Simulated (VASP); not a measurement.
Set up this calculation in VASP 6.6.1, as the native input.

* Task: relaxation of cell and atoms
* Functional: PBE
* Potentials or basis: VASP PAW PBE potentials, release 64 (Pb_d, O)
* Cutoff: 600 eV
* k mesh: 12 × 12 × 6
* Occupations: fermi-dirac, width 0.02 eV
* Spin: no spin polarisation
* Dipole correction: no
* Further INCAR settings: ALGO = Normal; EDIFF = 1e-07; IBRION = 2; EDIFFG = -0.005; NSW = 80; ISIF = 3

The structure of PbO lies in POSCAR:

```
PbO
1.0
    3.0477248700      0.0000000000      0.0000000000
   -1.5238624350      2.6394071612      0.0000000000
    0.0000000000      0.0000000000      4.9677915381
Pb O
2 2
Direct
    0.0000000000      0.0000000000      0.0000000000
    0.0000000000      0.0000000000      0.5000000000
    0.3333333333      0.6666666667      0.2500000000
    0.6666666667      0.3333333333      0.7500000000
```

These files were run (other wordings do the same):

INCAR

```
PREC = Accurate
ENCUT = 600
EDIFF = 1E-7
ISMEAR = -1
SIGMA = 0.02
LREAL = False
LASPH = True
NELM = 100
ALGO = Normal
ISIF = 3
LWAVE = False
LCHARG = False
GGA = PE
IBRION = 2
NSW = 80
EDIFFG = -0.005
```

KPOINTS

```
regular mesh
0
Gamma
  12 12 6
```

Potentials or basis: VASP PAW PBE potentials, release 64 (Pb_d, O).

The run is started by

```console
$ cat potpaw_PBE.64/Pb_d/POTCAR potpaw_PBE.64/O/POTCAR > POTCAR
$ mpirun -np 1 vasp_std > vasp.out
```

Results of the run:

* Relaxed volume: 17.88 Å³/atom
* Relaxed cell: a = 3.596 Å, b = 3.596 Å, c = 6.386 Å, α = 90.00°, β = 90.00°, γ = 120.00°
* Space group after relaxing (to 0.05 Å): P6_3/mmc (No. 194)
* Energy gained by relaxing: 3375.0 meV/atom
* Ionic steps: 10
* Pressure after relaxing: 0.0 GPa
* Band gap on the k mesh: zero (band 20 reaches 6.72 eV, above the bottom of band 21 at 6.55 eV)

Caveat: the volume moved by over 15 % at a fixed basis, so the end points are rough; spin-orbit coupling is left out, which moves the levels of the heavy elements.

Wall time 5.6 min on 1 thread of Intel(R) Xeon(R) Platinum 8488C (Sapphire Rapids) (shared host), peak memory 0.23 GiB.
